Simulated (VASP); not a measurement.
Crystal: MnO.

```
CELL_PARAMETERS angstrom
0.00000 2.17851 2.17851
2.17851 0.00000 2.17851
2.17851 2.17851 0.00000
ATOMIC_POSITIONS crystal
Mn 0.00000 0.00000 0.00000
O 0.50000 0.50000 0.50000
```

Base run:

```yaml
Program: VASP 6.6.1
Functional: revPBE
Potentials_or_basis: VASP PAW PBE potentials, release 64 (Mn_pv, O)
Cutoff: 520 eV
k_mesh: 10 × 10 × 10
Occupations: fermi-dirac, width 0.05 eV
Spin: collinear spin, ferromagnetic start
Starting_moments: "[4.0, 0.0] μB"
```

Its results: pressure 12.3 GPa; net moment 4.64 μB per cell; site moments Mn +4.24; O +0.19 μB.

Task: The run is repeated on the same cell with these changes: functional from revPBE to LDA; potentials or basis from VASP PAW PBE potentials, release 64 (Mn_pv, O) to VASP PAW LDA potentials, release 64 (Mn_pv, O). What comes out?

Result: Pressure -13.3 GPa; net moment 4.29 μB per cell; site moments Mn +3.93; O +0.17 μB.

Caveats: a cell with one magnetic atom can't hold antiferromagnetic order, which such compounds often take; the cell stands under pressure (at least some runs); the PAW data sets were made with another functional, which shifts forces and pressure a little (at least some runs); the cell stands under tension (at least some runs).
